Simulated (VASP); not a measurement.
A run of VASP 6.6.1 is set up as follows.

File INCAR:

```
ALGO = Normal
EDIFF = 1E-6
ENCUT = 520
GGA = CA
ISIF = 2
ISMEAR = 0
LASPH = T
LCHARG = T
LELF = T
LREAL = F
LVHAR = T
LWAVE = F
NBANDS = 16
NELM = 60
PREC = Accurate
SIGMA = 0.05
```

File KPOINTS:

```
k-points
0
Gamma
  12 12 4
```

The input POSCAR:

```
BN
1.0
    2.6493729420      0.0000000000      0.0000000000
   -1.3246864710      2.2944242719      0.0000000000
    0.0000000000      0.0000000000      6.2795437471
B N
2 2
Direct
    0.3333333333      0.6666666667      0.2500000000
    0.6666666667      0.3333333333      0.7500000000
    0.3333333333      0.6666666667      0.7500000000
    0.6666666667      0.3333333333      0.2500000000
```

Potentials or basis: VASP PAW LDA potentials, release 64 (B, N).

Launch:

```bash
$ cat potpaw_LDA.64/B/POTCAR potpaw_LDA.64/N/POTCAR > POTCAR
$ mpirun -np 1 vasp_std > vasp.out
```

(1) Predict the pressure.

(2) What does it give for the band gap on the k mesh?

## Answers

(1) -36.6 GPa.

(2) 3.69 eV (least direct gap 3.91 eV).

Caveat: the cell stands under tension.
